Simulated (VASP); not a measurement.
# BaTiO3 (Pm-3m) in VASP: single point with PBE

Aim: the single point of BaTiO3 with PBE.

Everything below comes from runs of VASP 6.6.1. Logs are shortened: lines on timing, memory, paths and dates and some standing lists are left out, and cuts for length are marked.

## (1) The cell of the first run

The structure is cubic, space group Pm-3m (No. 221). The conventional cell has a = 4.006 Å, b = 4.006 Å, c = 4.006 Å, α = 90.00°, β = 90.00°, γ = 90.00°. Within 3.7 Å of Ba (site symmetry m-3m) lie 12 O at 2.83 Å and 8 Ti at 3.47 Å. Within 2.7 Å of Ti (site symmetry m-3m) lie 6 O at 2.00 Å. Within 2.7 Å of O (site symmetry 4/mmm) lie 2 Ti at 2.00 Å.

## (2) Single point, PBE

INCAR

```
SYSTEM = BaTiO3
PREC     = Accurate       ! precision mode
ENCUT    = 520            ! plane-wave cutoff, eV
EDIFF    = 1E-6           ! SCF threshold, eV
ISMEAR   = 0              ! smearing method
SIGMA    = 0.05           ! smearing width, eV
LREAL    = Auto         
LASPH    = .True.         ! aspherical terms in the spheres
NELM     = 80             ! most SCF steps
ALGO     = Normal         ! electronic algorithm
ISIF     = 2              ! what is computed and relaxed
LWAVE    = .False.        ! write WAVECAR
LCHARG   = .True.         ! write CHGCAR
GGA      = PE             ! functional
LELF     = .True.         ! ELF
LVHAR    = .True.       
NBANDS   = 186            ! bands
```

KPOINTS

```
regular mesh
0
Gamma
  2 2 2
  0 0 0
```

POSCAR

```
BaTiO3
1.0
    8.0120000000      0.0000000000      0.0000000000
    0.0000000000      8.0120000000      0.0000000000
    0.0000000000      0.0000000000      8.0120000000
Ba Ti O
8 8 24
Direct
    0.2500000000      0.2500000000      0.2500000000
    0.2500000000      0.2500000000      0.7500000000
    0.2500000000      0.7500000000      0.2500000000
    0.2500000000      0.7500000000      0.7500000000
    0.7500000000      0.2500000000      0.2500000000
    0.7500000000      0.2500000000      0.7500000000
    0.7500000000      0.7500000000      0.2500000000
    0.7500000000      0.7500000000      0.7500000000
    0.0000000000      0.0000000000      0.0000000000
    0.0000000000      0.0000000000      0.5000000000
    0.0000000000      0.5000000000      0.0000000000
    0.0000000000      0.5000000000      0.5000000000
    0.5000000000      0.0000000000      0.0000000000
    0.5000000000      0.0000000000      0.5000000000
    0.5000000000      0.5000000000      0.0000000000
    0.5000000000      0.5000000000      0.5000000000
    0.2500000000      0.0000000000      0.0000000000
    0.2500000000      0.0000000000      0.5000000000
    0.2500000000      0.5000000000      0.0000000000
    0.2500000000      0.5000000000      0.5000000000
    0.7500000000      0.0000000000      0.0000000000
    0.7500000000      0.0000000000      0.5000000000
    0.7500000000      0.5000000000      0.0000000000
    0.7500000000      0.5000000000      0.5000000000
    0.0000000000      0.2500000000      0.0000000000
    0.0000000000      0.2500000000      0.5000000000
    0.0000000000      0.7500000000      0.0000000000
    0.0000000000      0.7500000000      0.5000000000
    0.5000000000      0.2500000000      0.0000000000
    0.5000000000      0.2500000000      0.5000000000
    0.5000000000      0.7500000000      0.0000000000
    0.5000000000      0.7500000000      0.5000000000
    0.0000000000      0.0000000000      0.2500000000
    0.0000000000      0.0000000000      0.7500000000
    0.0000000000      0.5000000000      0.2500000000
    0.0000000000      0.5000000000      0.7500000000
    0.5000000000      0.0000000000      0.2500000000
    0.5000000000      0.0000000000      0.7500000000
    0.5000000000      0.5000000000      0.2500000000
    0.5000000000      0.5000000000      0.7500000000
```

Potentials or basis: VASP PAW PBE potentials, release 64 (Ba_sv, Ti_sv, O).

Run with:

```
$ cat potpaw_PBE.64/Ba_sv/POTCAR potpaw_PBE.64/Ti_sv/POTCAR potpaw_PBE.64/O/POTCAR > POTCAR
$ mpirun -np 1 vasp_std > vasp.out
```

OUTCAR:

```text
SYSTEM = BaTiO3
   PREC = Accurate
   ENCUT = 520
   EDIFF = 1E-6
   ISMEAR = 0
   LREAL = Auto
   LASPH = .True.
   NELM = 80
   ISIF = 2
   GGA = PE

 ion  position               nearest neighbor table
   1  0.250  0.250  0.250-  17 2.83  18 2.83  19 2.83  20 2.83  25 2.83  26 2.83  29 2.83  30 2.83
                            33 2.83  35 2.83  37 2.83  39 2.83  13 3.47  14 3.47  15 3.47  16 3.47
   2  0.250  0.250  0.750-  17 2.83  18 2.83  19 2.83  20 2.83  25 2.83  26 2.83  29 2.83  30 2.83
                            34 2.83  36 2.83  38 2.83  40 2.83  13 3.47  14 3.47  15 3.47  16 3.47
   3  0.250  0.750  0.250-  17 2.83  18 2.83  19 2.83  20 2.83  27 2.83  28 2.83  31 2.83  32 2.83
                            33 2.83  35 2.83  37 2.83  39 2.83  13 3.47  14 3.47  15 3.47  16 3.47
   4  0.250  0.750  0.750-  17 2.83  18 2.83  19 2.83  20 2.83  27 2.83  28 2.83  31 2.83  32 2.83
                            34 2.83  36 2.83  38 2.83  40 2.83  13 3.47  14 3.47  15 3.47  16 3.47
   5  0.750  0.250  0.250-  21 2.83  22 2.83  23 2.83  24 2.83  25 2.83  26 2.83  29 2.83  30 2.83
                            33 2.83  35 2.83  37 2.83  39 2.83  13 3.47  14 3.47  15 3.47  16 3.47
   6  0.750  0.250  0.750-  21 2.83  22 2.83  23 2.83  24 2.83  25 2.83  26 2.83  29 2.83  30 2.83
                            34 2.83  36 2.83  38 2.83  40 2.83  13 3.47  14 3.47  15 3.47  16 3.47
   7  0.750  0.750  0.250-  21 2.83  22 2.83  23 2.83  24 2.83  27 2.83  28 2.83  31 2.83  32 2.83
                            33 2.83  35 2.83  37 2.83  39 2.83  13 3.47  14 3.47  15 3.47  16 3.47
   8  0.750  0.750  0.750-  21 2.83  22 2.83  23 2.83  24 2.83  27 2.83  28 2.83  31 2.83  32 2.83
                            34 2.83  36 2.83  38 2.83  40 2.83  13 3.47  14 3.47  15 3.47  16 3.47
   9  0.000  0.000  0.000-  17 2.00  21 2.00  25 2.00  27 2.00  33 2.00  34 2.00   7 3.47   8 3.47
[... 45 lines left out ...]
 A1 = (   8.0120000000,   0.0000000000,   0.0000000000)
 A2 = (   0.0000000000,   8.0120000000,   0.0000000000)
 A3 = (   0.0000000000,   0.0000000000,   8.0120000000)

Analysis of symmetry for initial positions (statically):
=====================================================================
 Subroutine PRICEL returns following result:

  LATTYP: Found a simple cubic cell.
 ALAT       =     4.0060000000

  Lattice vectors:

 A1 = (   4.0060000000,   0.0000000000,   0.0000000000)
 A2 = (   0.0000000000,   4.0060000000,   0.0000000000)
 A3 = (   0.0000000000,   0.0000000000,   4.0060000000)

   8 primitive cells build up your supercell.

 Routine SETGRP: Setting up the symmetry group for a
 simple cubic supercell.

 Subroutine GETGRP returns: Found 48 space group operations
 (whereof 48 operations were pure point group operations)
 out of a pool of 48 trial point group operations.

The static configuration has the point symmetry O_h .

Analysis of symmetry for dynamics (positions and initial velocities):
=====================================================================
 Subroutine PRICEL returns following result:

  LATTYP: Found a simple cubic cell.
 ALAT       =     4.0060000000

  Lattice vectors:

 A1 = (   4.0060000000,   0.0000000000,   0.0000000000)
 A2 = (   0.0000000000,   4.0060000000,   0.0000000000)
 A3 = (   0.0000000000,   0.0000000000,   4.0060000000)

   8 primitive cells build up your supercell.

 Routine SETGRP: Setting up the symmetry group for a
 simple cubic supercell.

 Subroutine GETGRP returns: Found 48 space group operations
 (whereof 48 operations were pure point group operations)
 out of a pool of 48 trial point group operations.

The dynamic configuration has the point symmetry O_h .

 Subroutine INISYM returns: Found 48 space group operations
 (whereof 48 operations are pure point group operations),
 and found     8 'primitive' translations

----------------------------------------------------------------------------------------

                                     Primitive cell

  volume of cell :      64.2884

  direct lattice vectors                    reciprocal lattice vectors
     4.006000000  0.000000000  0.000000000     0.249625562  0.000000000  0.000000000
     0.000000000  4.006000000  0.000000000     0.000000000  0.249625562  0.000000000
     0.000000000  0.000000000  4.006000000     0.000000000  0.000000000  0.249625562

  length of vectors
     4.006000000  4.006000000  4.006000000     0.249625562  0.249625562  0.249625562

  position of ions in fractional coordinates (direct lattice)
     0.500000000  0.500000000  0.500000000
     0.000000000  0.000000000  0.000000000
     0.500000000  0.000000000  0.000000000
     0.000000000  0.500000000  0.000000000
     0.000000000  0.000000000  0.500000000

  ion indices of the primitive-cell ions
   primitive index   ion index
                 1           1
                 2           9
                 3          17
                 4          25
                 5          33

----------------------------------------------------------------------------------------

 KPOINTS: regular mesh

Automatic generation of k-mesh.
 Grid dimensions read from file:
 generate k-points for:    2    2    2

 Generating k-lattice:

  Cartesian coordinates                     Fractional coordinates (reciprocal lattice)
     0.062406390  0.000000000  0.000000000     0.500000000  0.000000000  0.000000000
     0.000000000  0.062406390  0.000000000     0.000000000  0.500000000  0.000000000
     0.000000000  0.000000000  0.062406390     0.000000000  0.000000000  0.500000000

  Length of vectors
     0.062406390  0.062406390  0.062406390

  Shift w.r.t. Gamma in fractional coordinates (k-lattice)
     0.000000000  0.000000000  0.000000000

 Subroutine IBZKPT returns following result:
 ===========================================

 Found      4 irreducible k-points:

 Following reciprocal coordinates:
            Coordinates               Weight
  0.000000  0.000000  0.000000      1.000000
  0.500000  0.000000  0.000000      3.000000
  0.500000  0.500000  0.000000      3.000000
  0.500000  0.500000  0.500000      1.000000
   k-points           NKPTS =      4   k-points in BZ     NKDIM =      4   number of bands    NBANDS=    186
   number of dos      NEDOS =    301   number of ions     NIONS =     40
   total plane-waves  NPLWV = 216000
   dimension x,y,z NGX =    60 NGY =   60 NGZ =   60
   dimension x,y,z NGXF=   120 NGYF=  120 NGZF=  120
   ions per type =               8   8  24
   NGX,Y,Z   is equivalent  to a cutoff of  12.45, 12.45, 12.45 a.u.
   NGXF,Y,Z  is equivalent  to a cutoff of  24.90, 24.90, 24.90 a.u.
 SYSTEM =  BaTiO3
   PREC   = accura    normal or accurate (medium, high low for compatibility)
   ISTART =      0    job   : 0-new  1-cont  2-samecut
   ICHARG =      2    charge: 1-file 2-atom 10-const
   ISPIN  =      1    spin polarized calculation?
   LNONCOLLINEAR =      F non collinear calculations
   LSORBIT =      F    spin-orbit coupling
   LASPH  =      T    aspherical Exc in radial PAW
   ENCUT  =  520.0 eV  38.22 Ry    6.18 a.u.  14.90 14.90 14.90*2*pi/ulx,y,z
   NELM   =     80;   NELMIN=  2; NELMDL= -5     # of ELM steps
   EDIFF  = 0.1E-05   stopping-criterion for ELM
   LREAL  =      T    real-space projection
   EDIFFG = 0.1E-04   stopping-criterion for IOM
   NSW    =      0    number of steps for IOM
   IBRION =     -1    ionic relax: 0-MD 1-quasi-New 2-CG
   NFREE  =      0    steps in history (QN), initial steepest desc. (CG)
   ISIF   =      2    stress and relaxation
   ISYM   =      2    0-nonsym 1-usesym 2-fastsym
   POTIM  = 0.5000    time-step for ionic-motion
   TEBEG  =    0.0;   TEEND  =   0.0 temperature during run
   PSTRESS=    0.0 pullay stress
   NELECT =     320.0000    total number of electrons
   NUPDOWN=      -1.0000    fix difference up-down
   EMIN   =  10.00;   EMAX   =-10.00  energy-range for DOS
   EFERMI =   0.00;   METHOD = LEGACY
   ISMEAR =     0;   SIGMA  =   0.05  broadening in eV -4-tet -1-fermi 0-gaus
   EFERMI_NEDOS =   21; number of points for ismear=-14 and -15
   IALGO  =     38    algorithm
   IMIX   =      4    mixing-type and parameters
     AMIX     =   0.40;   BMIX     =  1.00
     AMIX_MAG =   1.60;   BMIX_MAG =  1.00
  volume/ion in A,a.u.               =      12.86        86.77
  Fermi-wavevector in a.u.,A,eV,Ry     =   1.397603  2.641087 26.576187  1.953295
  Thomas-Fermi vector in A             =   2.520843
   LORBIT       =      0    0 simple, 1 ext, 2 COOP (PROOUT), +10 PAW based schemes
   GGA     = PE    functional components
   LHFCALC =     F    Hartree Fock is set to
   AEXX    =    0.0000 exact exchange contribution
   IVDW    =     0    specifies the selected vdW correction
   LEPSILON=     F    determine dielectric tensor
   LRPA    =     F    only Hartree local field effects (RPA)
 non-spin polarized calculation
 Gauss-broadening in eV      SIGMA  =   0.05
  energy-cutoff  :      520.00
  volume of cell :      514.31
 maximum number of plane-waves:     13854
 NGX is ok and might be reduce to    60
   NGX = 29   NGY = 29   NGZ = 29

 number of electron     319.9999808 magnetization

 Free energy of the ion-electron system (eV)
  ---------------------------------------------------
  ext. energy  EPLUGINS =         0.00000000
  ---------------------------------------------------
  free energy    TOTEN  =      -319.64731705 eV

  energy without entropy =     -319.64731705  energy(sigma->0) =     -319.64731705

 E-fermi :   4.1395     XC(G=0): -11.2464

 val. band max:        3.8185646420   @ k =   0.0000   0.0000   0.0000
 cond. band min:       5.5397262408   @ k =   0.0000   0.0000   0.0000
 fundamental gap:      1.7211615987
 Fermi energy:         4.1394547320

 k-point     1 :       0.0000    0.0000    0.0000
  band No.  band energies     occupation
      1     -52.8556      2.00000
      2     -52.8546      2.00000
      3     -52.8546      2.00000
      4     -52.8546      2.00000
      5     -52.8536      2.00000
      6     -52.8536      2.00000
[... 689 lines left out ...]
    171       6.9547      0.00000
    172       6.9547      0.00000
 [bands above 172 left out]

------------------------ aborting loop because EDIFF is reached ----------------------------------------

  FORCE on cell =-STRESS in cart. coord.  units (eV):
  Direction    XX          YY          ZZ          XY          YZ          ZX
  --------------------------------------------------------------------------------------
  -------------------------------------------------------------------------------------
  Total       10.9446853     10.9446853     10.9446853     -0.0000000      0.0000000     -0.0000000
  in kB       34.0950269     34.0950269     34.0950269     -0.0000000      0.0000000     -0.0000000
  external PRESSURE =      34.0950269 kB  Pullay stress =       0.0000000 kB

 VOLUME and BASIS-vectors are now :
 -----------------------------------------------------------------------------
  energy-cutoff  :      520.00
  volume of cell :      514.31
      direct lattice vectors                 reciprocal lattice vectors
     8.012000000  0.000000000  0.000000000     0.124812781  0.000000000  0.000000000
     0.000000000  8.012000000  0.000000000     0.000000000  0.124812781  0.000000000
     0.000000000  0.000000000  8.012000000     0.000000000  0.000000000  0.124812781

 POSITION                                       TOTAL-FORCE (eV/Angst)
 -----------------------------------------------------------------------------------
      2.00300      2.00300      2.00300         0.000000      0.000000      0.000000
      2.00300      2.00300      6.00900        -0.000000      0.000000     -0.000000
      2.00300      6.00900      2.00300         0.000000      0.000000      0.000000
      2.00300      6.00900      6.00900         0.000000     -0.000000      0.000000
      6.00900      2.00300      2.00300        -0.000000     -0.000000      0.000000
      6.00900      2.00300      6.00900        -0.000000      0.000000      0.000000
[... 32 lines left out ...]
      4.00600      4.00600      2.00300         0.000000      0.000000     -0.000000
      4.00600      4.00600      6.00900         0.000000      0.000000      0.000000
 -----------------------------------------------------------------------------------
    total drift:                                0.000000     -0.000000      0.000000

  FREE ENERGIE OF THE ION-ELECTRON SYSTEM (eV)
  ---------------------------------------------------
  free  energy   TOTEN  =      -319.6473170538 eV

  energy  without entropy=     -319.6473170538  energy(sigma->0) =     -319.64731705
```

Wall time 21 min (1 thread of Intel Xeon 8259CL, shared host); peak memory 0.64 GiB.

What came out:

| Property | Result |
| --- | --- |
| Free energy | -319.6473 eV |
| Pressure | 3.4 GPa |
| Band gap on the k mesh | 1.72 eV |

Levels at points of the mesh, in eV from the valence-band top:
```tsv
k point	band 156	band 157	band 158	band 159	band 160	band 161	band 162	band 163	band 164	band 165
(0.00, 0.00, 0.00)	-0.09	-0.09	0.00	0.00	0.00	1.72	1.72	1.72	1.88	1.88
(0.50, 0.00, 0.00)	-0.48	-0.48	-0.48	-0.05	-0.05	1.80	1.80	2.68	2.68	2.68
(0.50, 0.50, 0.00)	-0.49	-0.49	-0.49	-0.49	-0.49	2.64	2.64	2.64	2.64	2.77
(0.50, 0.50, 0.50)	-0.57	-0.57	-0.57	-0.57	-0.57	3.12	3.12	3.12	3.12	3.12
```

Caveat: the cell stands under pressure; spin-orbit coupling is left out, which moves the levels of the heavy elements. A k mesh can miss the band edges.
